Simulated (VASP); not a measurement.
Runs of VASP 6.6.1 on SiNi (CsCl type). The structure is that of space group Pm-3m (No. 221), or close to it. The cells are those of the table. 

| cell | gap on the mesh (eV) | pressure (GPa) |
| --- | --- | --- |
| a = 2.446 Å, 2 atoms | none | 218.0 |
| a = 2.839 Å, 2 atoms | none | (a) |
| a = 2.326 Å, 2 atoms | none | 415.5 |
| a = 2.781 Å, 2 atoms | none | 12.3 |
| a = 2.720 Å, 2 atoms | none | 30.0 |
| a = 2.544 Å, 2 atoms | none | (b) |

Alike in all rows: task single point; level PBE; potentials or basis VASP PAW PBE potentials, release 64 (Ni, Si); no spin polarisation; k mesh 15 × 15 × 15; cutoff (eV) 520; smearing fermi-dirac 0.1 eV.

**Question.** Fill in the values left out.

**Answer.** (a) 0.1; (b) 122.3.

A gap of «none» marks levels without a gap at the run's occupations.
